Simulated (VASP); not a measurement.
# AlN (P6_3mc) in VASP: single point with r2SCAN

Aim: the single point of AlN with r2SCAN.

Program: VASP 6.6.1. These are calculated values, not measurements. Logs are shortened: lines on timing, memory, paths and dates and some standing lists are left out, and cuts for length are marked.

### 1 The cell of the first run

It takes space group P6_3mc (No. 186, hexagonal). The conventional cell has a = 3.183 Å, b = 3.183 Å, c = 4.907 Å, α = 90.00°, β = 90.00°, γ = 120.00°. Within 2.5 Å of Al (site symmetry 3m) lie 4 N at 1.91 to 1.92 Å. Within 2.5 Å of N (site symmetry 3m) lie 4 Al at 1.91 to 1.92 Å.

### 2 Single point, r2SCAN

File POSCAR:

```
AlN
1.0
    3.1830969030      0.0000000000      0.0000000000
   -1.5915484515      2.7566427807      0.0000000000
    0.0000000000      0.0000000000      4.9066377090
Al N
2 2
Direct
    0.3333333333      0.6666666667      0.4958239769
    0.6666666667      0.3333333333      0.9958239769
    0.3333333333      0.6666666667      0.8841760231
    0.6666666667      0.3333333333      0.3841760231
```

File INCAR.step1:

```
  PREC = Accurate
  ENCUT = 770
  ISMEAR = 0
  SIGMA = 0.02
  LREAL = F
  LASPH = T
  NELM = 120
  ISYM = -1
  NBANDS = 16
  GGA = PE
  ALGO = Normal
  EDIFF = 1E-5
  LWAVE = T
  LCHARG = F
  GGA_COMPAT = F
  KPAR = 1
```

File INCAR.step2:

```
  PREC = Accurate
  ENCUT = 770
  EDIFF = 1E-6
  ISMEAR = 0
  SIGMA = 0.02
  LREAL = F
  LASPH = T
  NELM = 120
  ALGO = Normal
  ISIF = 2
  LWAVE = F
  LCHARG = F
  METAGGA = R2SCAN
  LMIXTAU = T
  ISYM = -1
  NBANDS = 16
  ISTART = 1
  GGA_COMPAT = F
  KPAR = 1
```

File KPOINTS:

```
explicit points
243
Reciprocal
  0.05555556   0.05555556   0.08333333 2
  0.05555556   0.05555556   0.25000000 2
  0.05555556   0.05555556   0.41666667 2
  0.05555556   0.05555556   0.58333333 2
  0.05555556   0.05555556   0.75000000 2
  0.05555556   0.05555556   0.91666667 2
[... 235 lines left out ...]
  0.50000000   0.50000000   0.25000000 2
  0.50000000   0.50000000   0.41666667 2
```

Potentials or basis: VASP PAW PBE potentials, release 64 (Al, N).

Launch:

```
$ cat potpaw_PBE.64/Al/POTCAR potpaw_PBE.64/N/POTCAR > POTCAR
$ cp INCAR.step1 INCAR
$ mpirun -np 4 vasp_std > vasp.out
$ cp INCAR.step2 INCAR
$ mpirun -np 4 vasp_std > vasp.out
```

OUTCAR:

```text
PREC = Accurate
   ENCUT = 770
   EDIFF = 1E-6
   ISMEAR = 0
   LREAL = F
   LASPH = T
   NELM = 120
   ISIF = 2
   METAGGA = R2SCAN
   ISYM = -1
   ISTART = 1

 ion  position               nearest neighbor table
   1  0.333  0.667  0.496-   3 1.91   4 1.92   4 1.92   4 1.92   2 3.07   2 3.07   2 3.07   2 3.07
                             2 3.07   2 3.07
   2  0.667  0.333  0.996-   4 1.91   3 1.92   3 1.92   3 1.92   1 3.07   1 3.07   1 3.07   1 3.07
                             1 3.07   1 3.07
   3  0.333  0.667  0.884-   1 1.91   2 1.92   2 1.92   2 1.92
   4  0.667  0.333  0.384-   2 1.91   1 1.92   1 1.92   1 1.92

IMPORTANT INFORMATION: All symmetrisations will be switched off!
NOSYMM: (Re-)initialisation of all symmetry stuff for point group C_1.

----------------------------------------------------------------------------------------

                                     Primitive cell

  volume of cell :      43.0541

  direct lattice vectors                    reciprocal lattice vectors
     3.183096903  0.000000000  0.000000000     0.314159459  0.181380048  0.000000000
    -1.591548452  2.756642781  0.000000000     0.000000000  0.362760096  0.000000000
     0.000000000  0.000000000  4.906637709     0.000000000  0.000000000  0.203805551

  length of vectors
     3.183096903  3.183096903  4.906637709     0.362760096  0.362760096  0.203805551

  position of ions in fractional coordinates (direct lattice)
     0.333333333  0.666666667  0.495823977
     0.666666667  0.333333333  0.995823977
     0.333333333  0.666666667  0.884176023
     0.666666667  0.333333333  0.384176023

  ion indices of the primitive-cell ions
   primitive index   ion index
                 1           1
                 2           2
                 3           3
                 4           4

----------------------------------------------------------------------------------------

 KPOINTS: explicit points

Read explicit list of k-points.

 Found    243 k-points:

 Following reciprocal coordinates:
            Coordinates               Weight
  0.055556  0.055556  0.083333      0.004115
  0.055556  0.055556  0.250000      0.004115
  0.055556  0.055556  0.416667      0.004115
  0.055556  0.055556  0.583333      0.004115
  0.055556  0.055556  0.750000      0.004115
  0.055556  0.055556  0.916667      0.004115
[... 16 lines left out ...]
  0.055556  0.388889  0.750000      0.004115
  0.055556  0.388889  0.916667      0.004115
 [... further k-points ...]
   k-points           NKPTS =    243   k-points in BZ     NKDIM =    243   number of bands    NBANDS=     16
   number of dos      NEDOS =    301   number of ions     NIONS =      4
   total plane-waves  NPLWV =  43200
   dimension x,y,z NGX =    30 NGY =   30 NGZ =   48
   dimension x,y,z NGXF=    60 NGYF=   60 NGZF=   96
   ions per type =               2   2
   NGX,Y,Z   is equivalent  to a cutoff of  15.67, 15.67, 16.26 a.u.
   NGXF,Y,Z  is equivalent  to a cutoff of  31.34, 31.34, 32.53 a.u.
 SYSTEM =  unknown system
   PREC   = accura    normal or accurate (medium, high low for compatibility)
   ISTART =      1    job   : 0-new  1-cont  2-samecut
   ICHARG =      0    charge: 1-file 2-atom 10-const
   ISPIN  =      1    spin polarized calculation?
   LNONCOLLINEAR =      F non collinear calculations
   LSORBIT =      F    spin-orbit coupling
   LASPH  =      T    aspherical Exc in radial PAW
   ENCUT  =  770.0 eV  56.59 Ry    7.52 a.u.   7.20  7.20 11.10*2*pi/ulx,y,z
   NELM   =    120;   NELMIN=  2; NELMDL=  0     # of ELM steps
   EDIFF  = 0.1E-05   stopping-criterion for ELM
   LREAL  =      F    real-space projection
   EDIFFG = 0.1E-04   stopping-criterion for IOM
   NSW    =      0    number of steps for IOM
   IBRION =     -1    ionic relax: 0-MD 1-quasi-New 2-CG
   NFREE  =      0    steps in history (QN), initial steepest desc. (CG)
   ISIF   =      2    stress and relaxation
   ISYM   =     -1    0-nonsym 1-usesym 2-fastsym
   POTIM  = 0.5000    time-step for ionic-motion
   TEBEG  =    0.0;   TEEND  =   0.0 temperature during run
   PSTRESS=    0.0 pullay stress
   NELECT =      16.0000    total number of electrons
   NUPDOWN=      -1.0000    fix difference up-down
   EMIN   =  10.00;   EMAX   =-10.00  energy-range for DOS
   EFERMI =   0.00;   METHOD = LEGACY
   ISMEAR =     0;   SIGMA  =   0.02  broadening in eV -4-tet -1-fermi 0-gaus
   EFERMI_NEDOS =   21; number of points for ismear=-14 and -15
   IALGO  =     38    algorithm
   IMIX   =      4    mixing-type and parameters
     AMIX     =   0.40;   BMIX     =  1.00
     AMIX_MAG =   1.60;   BMIX_MAG =  1.00
  volume/ion in A,a.u.               =      10.76        72.64
  Fermi-wavevector in a.u.,A,eV,Ry     =   1.177001  2.224209 18.848567  1.385331
  Thomas-Fermi vector in A             =   2.313355
   LORBIT       =      0    0 simple, 1 ext, 2 COOP (PROOUT), +10 PAW based schemes
   METAGGA = R2SCAN    functional components
   LHFCALC =     F    Hartree Fock is set to
   AEXX    =    0.0000 exact exchange contribution
   IVDW    =     0    specifies the selected vdW correction
   LEPSILON=     F    determine dielectric tensor
   LRPA    =     F    only Hartree local field effects (RPA)
 non-spin polarized calculation
 Gauss-broadening in eV      SIGMA  =   0.02
  energy-cutoff  :      770.00
  volume of cell :       43.05
 maximum number of plane-waves:      2104
 NGX is ok and might be reduce to    30
   NGX = 15   NGY = 15   NGZ = 23

 number of electron      16.0000000 magnetization

 Free energy of the ion-electron system (eV)
  ---------------------------------------------------
  ext. energy  EPLUGINS =         0.00000000
  ---------------------------------------------------
  free energy    TOTEN  =       -38.37648040 eV

  energy without entropy =      -38.37648040  energy(sigma->0) =      -38.37648040

 E-fermi :   5.8292     XC(G=0): -11.2656

 val. band max:        5.6837164639   @ k =   0.0556   0.9444   0.0833
 cond. band min:      10.5440802519   @ k =   0.0556   0.9444   0.9167
 fundamental gap:      4.8603637880
 Fermi energy:         5.8292224526

 k-point     1 :       0.0556    0.0556    0.0833
  band No.  band energies     occupation
      1     -10.0420      2.00000
      2      -7.9957      2.00000
      3       0.0422      2.00000
      4       4.0915      2.00000
      5       4.3324      2.00000
      6       4.8061      2.00000
[... 8 lines left out ...]
     15      18.9350      0.00000
     16      19.5329      0.00000

 k-point     2 :       0.0556    0.0556    0.2500
  band No.  band energies     occupation
      1      -9.8281      2.00000
      2      -8.3580      2.00000
      3       0.6933      2.00000
      4       4.1210      2.00000
      5       4.2364      2.00000
      6       4.5380      2.00000
[... 8 lines left out ...]
     15      18.6219      0.00000
     16      18.6272      0.00000

 k-point     3 :       0.0556    0.0556    0.4167
  band No.  band energies     occupation
      1      -9.4262      2.00000
      2      -8.8973      2.00000
      3       1.7791      2.00000
      4       3.0335      2.00000
      5       4.4988      2.00000
      6       4.6794      2.00000
[... 8 lines left out ...]
     15      17.8918      0.00000
     16      18.1167      0.00000

 k-point     4 :       0.0556    0.0556    0.5833
  band No.  band energies     occupation
      1      -9.4262      2.00000
      2      -8.8973      2.00000
      3       1.7791      2.00000
      4       3.0335      2.00000
      5       4.4988      2.00000
      6       4.6794      2.00000
[... 8 lines left out ...]
     15      17.8918      0.00000
     16      18.1167      0.00000

 k-point     5 :       0.0556    0.0556    0.7500
  band No.  band energies     occupation
      1      -9.8281      2.00000
      2      -8.3580      2.00000
      3       0.6933      2.00000
      4       4.1210      2.00000
      5       4.2364      2.00000
      6       4.5380      2.00000
[... 8 lines left out ...]
     15      18.6219      0.00000
     16      18.6272      0.00000

 k-point     6 :       0.0556    0.0556    0.9167
  band No.  band energies     occupation
      1     -10.0420      2.00000
      2      -7.9957      2.00000
      3       0.0422      2.00000
      4       4.0915      2.00000
      5       4.3324      2.00000
      6       4.8061      2.00000
[... 8 lines left out ...]
     15      18.9350      0.00000
     16      19.5329      0.00000
[... 267 lines left out ...]
 k-point    21 :       0.0556    0.3889    0.4167
  band No.  band energies     occupation
      1      -8.2114      2.00000
      2      -7.9593      2.00000
      3       0.1631      2.00000
      4       0.4812      2.00000
      5       3.5960      2.00000
      6       4.0439      2.00000
[... 8 lines left out ...]
     15      19.1462      0.00000
     16      20.1403      0.00000

 k-point    22 :       0.0556    0.3889    0.5833
  band No.  band energies     occupation
      1      -8.2114      2.00000
      2      -7.9593      2.00000
      3       0.1631      2.00000
      4       0.4812      2.00000
      5       3.5960      2.00000
      6       4.0439      2.00000
[... 8 lines left out ...]
     15      19.1462      0.00000
     16      20.1403      0.00000

 k-point    23 :       0.0556    0.3889    0.7500
  band No.  band energies     occupation
      1      -8.4299      2.00000
      2      -7.7452      2.00000
      3       0.1820      2.00000
      4       1.0545      2.00000
      5       2.9347      2.00000
      6       3.5340      2.00000
[... 8 lines left out ...]
     15      18.7781      0.00000
     16      20.9141      0.00000

 k-point    24 :       0.0556    0.3889    0.9167
  band No.  band energies     occupation
      1      -8.5552      2.00000
      2      -7.6252      2.00000
      3       0.4317      2.00000
      4       1.6403      2.00000
      5       2.1766      2.00000
      6       3.3164      2.00000
[... 8 lines left out ...]
     15      18.8883      0.00000
     16      21.2934      0.00000

 [... further k-points ...]

------------------------ aborting loop because EDIFF is reached ----------------------------------------

  FORCE on cell =-STRESS in cart. coord.  units (eV):
  Direction    XX          YY          ZZ          XY          YZ          ZX
  --------------------------------------------------------------------------------------
  -------------------------------------------------------------------------------------
  Total       -3.0110768     -3.0110181     -0.0656320      0.0000510     -0.0000000     -0.0000000
  in kB     -112.0516034   -112.0494193     -2.4423726      0.0018965     -0.0000002     -0.0000002
  external PRESSURE =     -75.5144651 kB  Pullay stress =       0.0000000 kB

 VOLUME and BASIS-vectors are now :
 -----------------------------------------------------------------------------
  energy-cutoff  :      770.00
  volume of cell :       43.05
      direct lattice vectors                 reciprocal lattice vectors
     3.183096903  0.000000000  0.000000000     0.314159459  0.181380048  0.000000000
    -1.591548452  2.756642781  0.000000000     0.000000000  0.362760096  0.000000000
     0.000000000  0.000000000  4.906637709     0.000000000  0.000000000  0.203805551

 POSITION                                       TOTAL-FORCE (eV/Angst)
 -----------------------------------------------------------------------------------
     -0.00000      1.83776      2.43283        -0.000012      0.000007     -0.000763
      1.59155      0.91888      4.88615         0.000012     -0.000007     -0.000763
     -0.00000      1.83776      4.33833        -0.000021      0.000012      0.000763
      1.59155      0.91888      1.88501         0.000021     -0.000012      0.000763
 -----------------------------------------------------------------------------------
    total drift:                                0.000000     -0.000000      0.003599

  FREE ENERGIE OF THE ION-ELECTRON SYSTEM (eV)
  ---------------------------------------------------
  free  energy   TOTEN  =       -38.3764804023 eV

  energy  without entropy=      -38.3764804023  energy(sigma->0) =      -38.37648040
```

It took 4.6 min on 4 MPI ranks of Intel Xeon Platinum 8259CL at 2.50GHz (Skylake/Cascade Lake), shared host; peak memory 0.23 GiB.

What came out:

```
Free energy            : -38.3765 eV
Pressure               : -7.6 GPa
Band gap on the k mesh : 4.86 eV
```

Levels at points of the mesh, in eV from the valence-band top:
```tsv
k point	band 5	band 6	band 7	band 8	band 9	band 10	band 11	band 12
(0.06, 0.06, 0.08)	-1.35	-0.88	-0.42	-0.01	5.19	7.30	10.62	10.87
```

Caveat: the stress differs along the axes, from -11 to -0 GPa; the PAW data sets were made with another functional, which shifts forces and pressure a little; a shifted mesh leaves out Γ, where band edges can lie. A k mesh can miss the band edges.
